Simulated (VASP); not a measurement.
Wanted: the native input for a VASP 6.6.1 run.

| Property | Result |
| --- | --- |
| Task | single point |
| Functional | PBE |
| Potentials or basis | VASP PAW PBE potentials, release 64 (C) |
| Cutoff | 600 eV |
| k mesh | 12 × 12 × 12 |
| Occupations | gaussian, width 0.02 eV |
| Spin | no spin polarisation |
| Dipole correction | no |
| Further INCAR settings | ALGO = Normal; EDIFF = 1e-06; NBANDS = 11 |

The structure of C lies in POSCAR:

```
C
1.0
    0.0000000000      1.7857947433      1.7857947433
    1.7857947433      0.0000000000      1.7857947433
    1.7857947433      1.7857947433      0.0000000000
C
2
Direct
    0.0000000000      0.0000000000      0.0000000000
    0.2500000000      0.2500000000      0.2500000000
```

These files were run (other wordings do the same):

INCAR

```
SYSTEM = C
ALGO     = Normal         ! electronic algorithm
EDIFF    = 1E-6           ! SCF threshold, eV
ENCUT    = 600            ! plane-wave cutoff, eV
GGA      = PE             ! functional
GGA_COMPAT= .False.      
ISIF     = 2              ! what is computed and relaxed
ISMEAR   = 0              ! smearing method
LASPH    = .True.         ! aspherical terms in the spheres
LCHARG   = .False.        ! write CHGCAR
LREAL    = .False.        ! projectors in reciprocal space
LWAVE    = .False.        ! write WAVECAR
NBANDS   = 11             ! bands
NELM     = 120            ! most SCF steps
PREC     = Accurate       ! precision mode
SIGMA    = 0.02           ! smearing width, eV
```

KPOINTS

```
k-points
0
Gamma
  12 12 12
  0 0 0
```

Potentials or basis: VASP PAW PBE potentials, release 64 (C).

Run with:

```bash
$ cat potpaw_PBE.64/C/POTCAR > POTCAR
$ mpirun -np 1 vasp_std > vasp.out
```

Results of the run:

```
Pressure               : 0.0 GPa
Band gap on the k mesh : 4.14 eV, indirect (least direct gap 5.58 eV)
```

Wall time 8.6 s on 1 thread of Intel(R) Xeon(R) Platinum 8488C (Sapphire Rapids), with other jobs on the host, peak memory 0.12 GiB.
